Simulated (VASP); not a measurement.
Runs of VASP 6.6.1 on LiSb3. The structure is that of space group Fm-3m (No. 225), or close to it. The cells are those of the table. 

```tsv
task	cell	gap on the mesh (eV)	pressure (GPa)
single point	a = 4.847 Å, angles 60.0°, 4 atoms	none	(a)
single point	a = 4.737 Å, angles 60.0°, 4 atoms	none	30.3
relaxation of cell and atoms	relaxed to 10 GPa from a = 5.254 Å, angles 60.0°, 4 atoms	none	9.9
relaxation of cell and atoms	relaxed from a = 5.254 Å, angles 60.0°, 4 atoms	none	-0.1
single point	a = 5.271 Å, angles 60.0°, 4 atoms	none	-0.1
relaxation of cell and atoms	relaxed to 30 GPa from a = 5.254 Å, angles 60.0°, 4 atoms	none	30.0
single point	a = 5.013 Å, angles 60.0°, 4 atoms	none	10.0
relaxation of cell and atoms	relaxed to 20 GPa from a = 5.254 Å, angles 60.0°, 4 atoms	none	20.0
```

Alike in all rows: level PBE; potentials or basis VASP PAW PBE potentials, release 64 (Li_sv, Sb); no spin polarisation; k mesh 5 × 5 × 5; cutoff (eV) 750; smearing methfessel-paxton 0.02 eV.

Estimate the missing entries.

(a) 20.1.

Caveats: spin-orbit coupling is left out, which moves the levels of the heavy elements; the cell stands under pressure (at least some runs); the cell is relaxed towards a set pressure, so the run minimises the enthalpy, not the energy (at least some runs).

A k mesh can miss the band edges, and the runs leave out spin-orbit coupling on Sb.

A gap of «none» marks levels without a gap at the run's occupations.
